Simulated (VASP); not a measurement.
## Ir: single point with PBEsol-based screened hybrid

The system is Ir.

```
CELL_PARAMETERS angstrom
2.72246 0.00000 0.00000
-1.36123 2.35772 0.00000
0.00000 0.00000 4.29750
ATOMIC_POSITIONS crystal
Ir 0.33333 0.66667 0.25000
Ir 0.66667 0.33333 0.75000
```

| Quantity | Value |
| --- | --- |
| Program | VASP 6.6.1 |
| Task | single point |
| Functional | PBEsol-based screened hybrid |
| Potentials or basis | VASP PAW PBE potentials, release 64 (Ir) |
| Cutoff | 520 eV |
| k mesh | 6 × 6 × 3 |
| Occupations | fermi-dirac, width 0.05 eV |
| Spin | no spin polarisation |

The pressure is 3.2 GPa and the band gap on the k mesh is zero (band 9 reaches 11.71 eV, above the bottom of band 10 at 7.56 eV).

Stress tensor (GPa, compression positive):
```
3.11 0.00 0.00
0.00 3.11 0.00
0.00 0.00 3.35
```

Levels at points of the mesh, in eV from the Fermi level:
| k point | band 8 | band 9 | band 10 | band 11 | band 12 | band 13 |
| --- | --- | --- | --- | --- | --- | --- |
| (0.00, 0.00, 0.00) | -3.17 | -3.17 | -0.64 | 0.65 | 0.65 | 8.92 |
| (0.50, 0.00, 0.00) | 0.79 | 1.34 | 1.53 | 3.55 | 5.23 | 9.67 |

Run time: 10 min on 1 thread of AMD EPYC 9R45 96-Core Processor (Zen 5), on a shared host, peak memory 0.23 GiB.

Caveat: the k points lie up to 0.49 Å⁻¹ apart; the PAW data sets were made with another functional, which shifts forces and pressure a little; spin-orbit coupling is left out, which moves the levels of the heavy elements.
